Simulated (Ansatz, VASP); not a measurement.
**CaO: VASP beside Ansatz**

POSCAR

```
CaO
1.0
    0.0000000000      2.4490000000      2.4490000000
    2.4490000000      0.0000000000      2.4490000000
    2.4490000000      2.4490000000      0.0000000000
Ca O
1 1
Direct
   -0.0765618620      0.0765618620      0.0765618620
    0.5000000000      0.5000000000      0.5000000000
```

Contents of INCAR.step1:

```
SYSTEM = CaO
ALGO     = Normal         ! electronic algorithm
EDIFF    = 1E-4           ! SCF threshold, eV
ENCUT    = 520            ! plane-wave cutoff, eV
GGA      = PE             ! functional
ISMEAR   = 0              ! smearing method
LASPH    = .True.         ! aspherical terms in the spheres
LCHARG   = .False.        ! write CHGCAR
LREAL    = .False.        ! projectors in reciprocal space
LWAVE    = .True.         ! write WAVECAR
NBANDS   = 15             ! bands
NELM     = 80             ! most SCF steps
PREC     = Accurate       ! precision mode
SIGMA    = 0.05           ! smearing width, eV
```

File INCAR.step2:

```
SYSTEM = CaO
ALGO     = Normal         ! electronic algorithm
EDIFF    = 1E-6           ! SCF threshold, eV
ENCUT    = 520            ! plane-wave cutoff, eV
ISIF     = 2              ! what is computed and relaxed
ISMEAR   = 0              ! smearing method
ISTART   = 1            
LASPH    = .True.         ! aspherical terms in the spheres
LCHARG   = .False.        ! write CHGCAR
LMIXTAU  = .True.       
LREAL    = .False.        ! projectors in reciprocal space
LWAVE    = .False.        ! write WAVECAR
METAGGA  = R2SCAN         ! meta-GGA
NBANDS   = 15             ! bands
NELM     = 80             ! most SCF steps
PREC     = Accurate       ! precision mode
SIGMA    = 0.05           ! smearing width, eV
```

Contents of KPOINTS:

```
k-points
0
Gamma
  8 8 8
  0 0 0
```

Input for Ansatz:

```yaml
crystal:
  lattice:
    - [0.0, 2.449, 2.449]
    - [2.449, 0.0, 2.449]
    - [2.449, 2.449, 0.0]
  atoms:
    - { symbol: Ca, position: [-0.076561862, 0.076561862, 0.076561862] }
    - { symbol: O, position: [0.5, 0.5, 0.5] }
basis:
  ecutwfc: 500
kpoints:
  mp_grid: { grid: [8, 8, 8] }
hamiltonian:
  xc: r2scan
scf:
  occupations: { method: gaussian, width: 0.05 }
output:
  forces: true
  stress: true
  eigenvalues: true
```

Change from the starting cell: all Ca atoms moved +0.375 Å, as atom 1 along Cartesian [1 0 0].

Alike in both runs: task single point; functional r2SCAN; k mesh 8 × 8 × 8; occupations gaussian, width 0.05 eV; no spin polarisation.

|  | VASP | Ansatz |
| --- | --- | --- |
| version | VASP 6.6.1 | Ansatz 0.2.0 |
| potentials or method | VASP PAW PBE potentials, release 64 (Ca_sv, O), cutoff 520 eV | scalar-relativistic, plane waves, PAW |
| valence electrons in the cell | 16 | 16 |

VASP gave:

```
gap on the k mesh at the Fermi level (eV)                     : 4.52
least direct gap on the mesh (eV)                             : 4.70
pressure (GPa)                                                : 0.6
traceless stress, the component that is largest in VASP (GPa) : 13.28
rms of the force components (eV/Å)                            : 1.139
```

Which values does Ansatz return?

gap on the k mesh at the Fermi level (eV): 4.53; least direct gap on the mesh (eV): 4.71; pressure (GPa): -0.4; traceless stress, the component that is largest in VASP (GPa): 12.50; rms of the force components (eV/Å): 1.059.

VASP's potentials were made for PBE, not for r2SCAN. Atom by atom the forces differ by 0.079 eV/Å (rms over components).
